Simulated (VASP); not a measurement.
# BaTe (Fm-3m) in VASP: notebook

BaTe is run at these levels: r2SCAN; tasks: relaxation of cell and atoms.

All numbers are computed with VASP 6.6.1; they aren't measurements. Logs are shortened: lines on timing, memory, paths and dates and some standing lists are left out, and cuts for length are marked.

## (1) The cell of the first run

Symmetry: Fm-3m, No. 225, cubic system. The conventional cell has a = 6.283 Å, b = 6.283 Å, c = 6.283 Å, α = 90.00°, β = 90.00°, γ = 90.00°. Ba (site symmetry m-3m) has 6 Te at 3.14 Å within 4.1 Å. Within 4.1 Å of Te (site symmetry m-3m) lie 6 Ba at 3.14 Å.

## (2) Relaxation of cell and atoms, r2SCAN, target pressure 30 GPa, at which the enthalpy is minimised

POSCAR reads:

```
BaTe
1.0
    0.0000000000      3.1413231051      3.1413231051
    3.1413231051      0.0000000000      3.1413231051
    3.1413231051      3.1413231051      0.0000000000
Ba Te
1 1
Direct
    0.0000000000      0.0000000000      0.0000000000
    0.5000000000      0.5000000000      0.5000000000
```

INCAR.step1 reads:

```
SYSTEM = BaTe
PREC = Accurate ; ENCUT = 600
ISMEAR = 0 ; SIGMA = 0.02
LREAL = .FALSE. ; LASPH = .TRUE.
NELM = 60 ; GGA = PE
ALGO = Normal ; EDIFF = 1E-4
LWAVE = .TRUE. ; LCHARG = .FALSE.
```

INCAR.step2 reads:

```
SYSTEM = BaTe
PREC = Accurate ; ENCUT = 600
EDIFF = 1E-6 ; ISMEAR = 0
SIGMA = 0.02 ; LREAL = .FALSE.
LASPH = .TRUE. ; NELM = 60
ALGO = Normal ; ISIF = 3
LWAVE = .FALSE. ; LCHARG = .FALSE.
METAGGA = R2SCAN ; LMIXTAU = .TRUE.
IBRION = 2 ; NSW = 70
EDIFFG = -0.008 ; PSTRESS = 300.0
ISTART = 1
```

KPOINTS reads:

```
regular mesh
0
G
  8 8 8
  0 0 0
```

Potentials or basis: VASP PAW PBE potentials, release 64 (Ba_sv, Te).

Launch:

```bash
$ cat potpaw_PBE.64/Ba_sv/POTCAR potpaw_PBE.64/Te/POTCAR > POTCAR
$ cp INCAR.step1 INCAR
$ mpirun -np 1 vasp_std > vasp.out
$ cp INCAR.step2 INCAR
$ mpirun -np 1 vasp_std > vasp.out
```

OUTCAR:

```text
SYSTEM = BaTe
   PREC = Accurate
   ENCUT = 600
   EDIFF = 1E-6
   ISMEAR = 0
   LREAL = .FALSE.
   LASPH = .TRUE.
   NELM = 60
   ISIF = 3
   METAGGA = R2SCAN
   IBRION = 2
   NSW = 70
   EDIFFG = -0.008
   PSTRESS = 300.0
   ISTART = 1

 ion  position               nearest neighbor table
   1  0.000  0.000  0.000-   2 3.14   2 3.14   2 3.14   2 3.14   2 3.14   2 3.14
   2  0.500  0.500  0.500-   1 3.14   1 3.14   1 3.14   1 3.14   1 3.14   1 3.14

  LATTYP: Found a face centered cubic cell.
 ALAT       =     6.2826462102

  Lattice vectors:

 A1 = (   0.0000000000,   3.1413231051,   3.1413231051)
 A2 = (   3.1413231051,   0.0000000000,   3.1413231051)
 A3 = (   3.1413231051,   3.1413231051,   0.0000000000)

Analysis of symmetry for initial positions (statically):
=====================================================================
 Subroutine PRICEL returns:
 Original cell was already a primitive cell.

 Routine SETGRP: Setting up the symmetry group for a
 face centered cubic supercell.

 Subroutine GETGRP returns: Found 48 space group operations
 (whereof 48 operations were pure point group operations)
 out of a pool of 48 trial point group operations.

The static configuration has the point symmetry O_h .

Analysis of symmetry for dynamics (positions and initial velocities):
=====================================================================
 Subroutine PRICEL returns:
 Original cell was already a primitive cell.

 Routine SETGRP: Setting up the symmetry group for a
 face centered cubic supercell.

 Subroutine GETGRP returns: Found 48 space group operations
 (whereof 48 operations were pure point group operations)
 out of a pool of 48 trial point group operations.

The dynamic configuration has the point symmetry O_h .

 Subroutine INISYM returns: Found 48 space group operations
 (whereof 48 operations are pure point group operations),
 and found     1 'primitive' translations

----------------------------------------------------------------------------------------

                                     Primitive cell

  volume of cell :      61.9966

  direct lattice vectors                    reciprocal lattice vectors
     0.000000000  3.141323105  3.141323105    -0.159168600  0.159168600  0.159168600
     3.141323105  0.000000000  3.141323105     0.159168600 -0.159168600  0.159168600
     3.141323105  3.141323105  0.000000000     0.159168600  0.159168600 -0.159168600

  length of vectors
     4.442501739  4.442501739  4.442501739     0.275688102  0.275688102  0.275688102

[... 99 lines left out ...]
     AMIX     =   0.40;   BMIX     =  1.00
     AMIX_MAG =   1.60;   BMIX_MAG =  1.00
  volume/ion in A,a.u.               =      31.00       209.19
  Fermi-wavevector in a.u.,A,eV,Ry     =   1.042299  1.969659 14.781188  1.086387
  Thomas-Fermi vector in A             =   2.176958
   LORBIT       =      0    0 simple, 1 ext, 2 COOP (PROOUT), +10 PAW based schemes
   METAGGA = R2SCAN    functional components
   LHFCALC =     F    Hartree Fock is set to
   AEXX    =    0.0000 exact exchange contribution
   IVDW    =     0    specifies the selected vdW correction
   LEPSILON=     F    determine dielectric tensor
   LRPA    =     F    only Hartree local field effects (RPA)
 conjugate gradient relaxation of ions
 non-spin polarized calculation
 Gauss-broadening in eV      SIGMA  =   0.02
  energy-cutoff  :      600.00
  volume of cell :       62.00
 maximum number of plane-waves:      2120
   NGX = 17   NGY = 17   NGZ = 17

--------------------------------------- Ionic step        1  -------------------------------------------

 number of electron      15.9999999 magnetization

 Free energy of the ion-electron system (eV)
  ---------------------------------------------------
  ext. energy  EPLUGINS =         0.00000000
  ---------------------------------------------------
  free energy    TOTEN  =       -54.55767097 eV

  energy without entropy =      -54.55767097  energy(sigma->0) =      -54.55767097

------------------------ aborting loop because EDIFF is reached ----------------------------------------

  FORCE on cell =-STRESS in cart. coord.  units (eV):
  Direction    XX          YY          ZZ          XY          YZ          ZX
  --------------------------------------------------------------------------------------
  -------------------------------------------------------------------------------------
  Total        9.3045376      9.3045376      9.3045376      0.0000000      0.0000000      0.0000000
  in kB      240.4570734    240.4570734    240.4570734      0.0000000      0.0000000      0.0000000
  external PRESSURE =     -59.5429266 kB  Pullay stress =     300.0000000 kB
[... 101 lines left out ...]
--------------------------------------- Ionic step        4  -------------------------------------------

 number of electron      16.0000000 magnetization

 Free energy of the ion-electron system (eV)
  ---------------------------------------------------
  ext. energy  EPLUGINS =         0.00000000
  ---------------------------------------------------
  free energy    TOTEN  =       -54.08092556 eV

  energy without entropy =      -54.08092556  energy(sigma->0) =      -54.08092556

 E-fermi :   5.1466     XC(G=0): -10.3216

 val. band max:        5.0599205898   @ k =   0.0000   0.0000   0.0000
 cond. band min:       5.6784705624   @ k =   0.5000   0.5000   0.0000
 fundamental gap:      0.6185499726
 Fermi energy:         5.1465600485

 k-point     1 :       0.0000    0.0000    0.0000
  band No.  band energies     occupation
      1     -22.1579      2.00000
      2      -6.9564      2.00000
      3      -6.9564      2.00000
      4      -6.9564      2.00000
      5      -5.8124      2.00000
      6       5.0599      2.00000
      7       5.0599      2.00000
      8       5.0599      2.00000
      9       7.8059      0.00000
     10       7.8059      0.00000
     11       7.8059      0.00000
     12       8.9501      0.00000
[... 331 lines left out ...]
 k-point    24 :      -0.3750    0.2500    0.1250
  band No.  band energies     occupation
      1     -22.0373      2.00000
      2      -8.5021      2.00000
      3      -7.2878      2.00000
      4      -7.1037      2.00000
      5      -3.9311      2.00000
      6       2.3098      2.00000
      7       3.3309      2.00000
      8       3.5539      2.00000
      9       9.1629      0.00000
     10       9.5847      0.00000
     11      11.6387      0.00000
     12      12.4079      0.00000

 [... further k-points ...]

------------------------ aborting loop because EDIFF is reached ----------------------------------------

  FORCE on cell =-STRESS in cart. coord.  units (eV):
  Direction    XX          YY          ZZ          XY          YZ          ZX
  --------------------------------------------------------------------------------------
  -------------------------------------------------------------------------------------
  Total       11.0678858     11.0678858     11.0678858     -0.0000000      0.0000000      0.0000000
  in kB      299.7521912    299.7521912    299.7521912     -0.0000000      0.0000000      0.0000000
  external PRESSURE =      -0.2478088 kB  Pullay stress =     300.0000000 kB
[... 21 lines left out ...]
  energy  without entropy=      -54.0809255626  energy(sigma->0) =      -54.08092556

  enthalpy is  TOTEN    =       -43.0038898551 eV   P V=       11.0770357074

 reached required accuracy - stopping structural energy minimisation
```

Run time: 2.6 min. Hardware: 1 thread of Intel Xeon 6975P-C (Granite Rapids), shared host; peak memory 0.25 GiB.

Results:

```yaml
Free_energy: -54.0809 eV
Relaxed_volume: 29.58 Å³/atom
Relaxed_cell: a = 4.374 Å, b = 4.374 Å, c = 4.374 Å, α = 60.00°, β = 60.00°, γ = 60.00°
Space_group_after_relaxing_to_0.1_Å: Fm-3m (No. 225)
Energy_change_on_relaxing_the_run_minimises_the_enthalpy: +238.4 meV/atom
Ionic_steps: 4
Pressure_after_relaxing: 30.0 GPa
Band_gap_on_the_k_mesh: 0.62 eV (least direct gap 0.83 eV)
```

The path:
```tsv
step	energy change (eV)	largest force (eV/Å)	pressure (GPa)	volume (Å³)
1	0.0000	0.0000	24.05	62.00
2	2.1816	0.0000	50.30	52.22
3	0.4497	0.0000	29.64	59.30
4	0.4767	0.0000	29.98	59.16
```

Final structure:
```
Ba Te
1.0
     0.00000    3.09263    3.09263
     3.09263    0.00000    3.09263
     3.09263    3.09263    0.00000
Ba Te
1 1
Direct
  0.00000 0.00000 0.00000
  0.50000 0.50000 0.50000
```

Levels at points of the mesh, in eV from the valence-band top:
```
           k point  band 4  band 5  band 6  band 7  band 8  band 9  band 10  band 11  band 12
(0.00, 0.00, 0.00)  -12.02  -10.87    0.00    0.00    0.00    2.75     2.75     2.75     3.89
(0.50, 0.00, 0.00)  -12.02   -8.29   -3.48   -2.21   -2.21    5.07     6.00     6.00     6.14
(0.50, 0.50, 0.00)  -12.37  -10.70   -0.87   -0.21   -0.21    0.62     5.33     7.33     7.46
```

Caveat: the cell is relaxed towards a set pressure, so the run minimises the enthalpy, not the energy; the PAW data sets were made with another functional, which shifts forces and pressure a little; spin-orbit coupling is left out, which moves the levels of the heavy elements.

## (3) Relaxation of cell and atoms, r2SCAN, target pressure 8 GPa, at which the enthalpy is minimised

This run uses another cell than the first one, of 37.51 Å³/atom.

POSCAR reads:

```
BaTe
1.0
    0.0000000000      3.3473809243      3.3473809243
    3.3473809243      0.0000000000      3.3473809243
    3.3473809243      3.3473809243      0.0000000000
Ba Te
1 1
Direct
    0.0000000000      0.0000000000      0.0000000000
    0.5000000000      0.5000000000      0.5000000000
```

INCAR.step1 reads:

```
ALGO     = Normal         # electronic algorithm
EDIFF    = 1E-4           # SCF threshold, eV
ENCUT    = 600            # plane-wave cutoff, eV
GGA      = PE             # functional
ISMEAR   = 0              # smearing method
LASPH    = T              # aspherical terms in the spheres
LCHARG   = F              # write CHGCAR
LREAL    = F              # projectors in reciprocal space
LWAVE    = T              # write WAVECAR
NELM     = 80             # most SCF steps
PREC     = Accurate       # precision mode
SIGMA    = 0.02           # smearing width, eV
```

INCAR.step2 reads:

```
ALGO     = Normal         # electronic algorithm
EDIFF    = 1E-6           # SCF threshold, eV
EDIFFG   = -0.008         # ionic threshold
ENCUT    = 600            # plane-wave cutoff, eV
IBRION   = 2              # ionic algorithm
ISIF     = 3              # what is computed and relaxed
ISMEAR   = 0              # smearing method
ISTART   = 1            
LASPH    = T              # aspherical terms in the spheres
LCHARG   = F              # write CHGCAR
LMIXTAU  = T            
LREAL    = F              # projectors in reciprocal space
LWAVE    = F              # write WAVECAR
METAGGA  = R2SCAN         # meta-GGA
NELM     = 80             # most SCF steps
NSW      = 70             # ionic steps
PREC     = Accurate       # precision mode
PSTRESS  = 80.0         
SIGMA    = 0.02           # smearing width, eV
```

KPOINTS reads:

```
k-points
0
Gamma
  8 8 8
```

Potentials or basis: VASP PAW PBE potentials, release 64 (Ba_sv, Te).

Launch:

```bash
$ cat potpaw_PBE.64/Ba_sv/POTCAR potpaw_PBE.64/Te/POTCAR > POTCAR
$ cp INCAR.step1 INCAR
$ mpirun -np 1 vasp_std > vasp.out
$ cp INCAR.step2 INCAR
$ mpirun -np 1 vasp_std > vasp.out
```

Wall time 2.8 min (1 thread of Intel Xeon 6975P-C (Granite Rapids), shared host); peak memory 0.28 GiB.

The run converged. Its results:

| Item | Value |
| --- | --- |
| Free energy | -55.7199 eV |
| Relaxed volume | 37.22 Å³/atom |
| Relaxed cell | a = 4.722 Å, b = 4.722 Å, c = 4.722 Å, α = 60.00°, β = 60.00°, γ = 60.00° |
| Space group after relaxing (to 0.1 Å) | Fm-3m (No. 225) |
| Energy change on relaxing (the run minimises the enthalpy) | +13.7 meV/atom |
| Ionic steps | 3 |
| Pressure after relaxing | 8.0 GPa |
| Band gap on the k mesh | 1.51 eV (least direct gap 1.87 eV) |

The path:
```tsv
step	energy change (eV)	largest force (eV/Å)	pressure (GPa)	volume (Å³)
1	0.0000	0.0000	7.54	75.01
2	0.0582	0.0000	8.52	73.85
3	0.0274	0.0000	8.00	74.45
```

Final structure:
```cif
data_structure
_symmetry_space_group_name_H-M 'P 1'
_symmetry_Int_Tables_number 1
_cell_length_a 4.7220
_cell_length_b 4.7220
_cell_length_c 4.7220
_cell_angle_alpha 60.000
_cell_angle_beta 60.000
_cell_angle_gamma 60.000
_cell_volume 74.45
loop_
_atom_site_label
_atom_site_type_symbol
_atom_site_fract_x
_atom_site_fract_y
_atom_site_fract_z
_atom_site_occupancy
Ba1 Ba 0.00000 0.00000 0.00000 1
Te1 Te 0.50000 0.50000 0.50000 1
```

Levels at points of the mesh, in eV from the valence-band top:
```csv
k point,band 6,band 7,band 8,band 9,band 10,band 11
"(0.00, 0.00, 0.00)",0.00,0.00,0.00,3.21,3.21,3.21
"(0.50, 0.00, 0.00)",-2.64,-1.46,-1.46,4.84,5.61,5.69
"(0.50, 0.50, 0.00)",-1.15,-0.37,-0.37,1.51,5.14,6.06
```

Caveat: the cell is relaxed towards a set pressure, so the run minimises the enthalpy, not the energy; the PAW data sets were made with another functional, which shifts forces and pressure a little; spin-orbit coupling is left out, which moves the levels of the heavy elements.

[end of part 1 of 2]
